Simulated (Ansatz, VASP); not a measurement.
## Ni in VASP and in Ansatz

The input POSCAR:

```
Ni
1.0
    0.0000000000      2.4026114833      2.4026114833
    2.4026114833      0.0000000000      2.4026114833
    2.4026114833      2.4026114833      0.0000000000
Ni
2
Direct
    0.1250000000      0.1250000000      0.1250000000
    0.8750000000      0.8750000000      0.8750000000
```

Contents of INCAR.step1:

```
PREC = Accurate
ENCUT = 520
ISMEAR = -1
SIGMA = 0.1
LREAL = False
LASPH = True
NELM = 80
NBANDS = 17
GGA = PE
ALGO = Normal
EDIFF = 1E-4
LWAVE = True
LCHARG = False
```

INCAR.step2

```
PREC = Accurate
ENCUT = 520
EDIFF = 1E-7
ISMEAR = -1
SIGMA = 0.1
LREAL = False
LASPH = True
NELM = 80
ALGO = Normal
ISIF = 2
LWAVE = False
LCHARG = True
METAGGA = R2SCAN
LMIXTAU = True
LELF = True
LVHAR = True
NBANDS = 17
ISTART = 1
```

The input KPOINTS:

```
regular mesh
0
Gamma
  12 12 12
```

Input for Ansatz:

```yaml
crystal:
  lattice:
    - [0.0, 2.4026114833, 2.4026114833]
    - [2.4026114833, 0.0, 2.4026114833]
    - [2.4026114833, 2.4026114833, 0.0]
  atoms:
    - { symbol: Ni, position: [0.125, 0.125, 0.125] }
    - { symbol: Ni, position: [0.875, 0.875, 0.875] }
hamiltonian:
  xc: r2scan
  pseudopotentials:
    kind: paw
    azcp:
      Ni: "pseudopotentials/Ni.paw.azcp"
basis:
  ecutwfc: 500
  fft_grid_basis: typed
kpoints:
  mp_grid: { grid: [12, 12, 12], shift: [0, 0, 0] }
magnetization:
  spin_polarized: false
scf:
  occupations: { method: fermi_dirac, width: 0.1 }
  lower_state_search: "off"
output:
  stress: true
```

Alike in both runs: task single point; functional r2SCAN; k mesh 12 × 12 × 12; occupations fermi-dirac, width 0.1 eV; no spin polarisation.

```csv
,VASP,Ansatz
version,VASP 6.6.1,Ansatz 0.2.0
potentials or method,"VASP PAW PBE potentials, release 64 (Ni), cutoff 520 eV","plane waves (500 eV) with PAW, scalar-relativistic"
valence electrons in the cell,20,36
```

```tsv
	VASP	Ansatz	Ansatz less VASP
pressure (GPa)	17.8	18.2	+0.35
```

VASP's potentials were made for PBE, not for r2SCAN. VASP's potentials hold 20 valence electrons a cell and Ansatz's 36, so a difference there can come from the potentials and not from the codes.
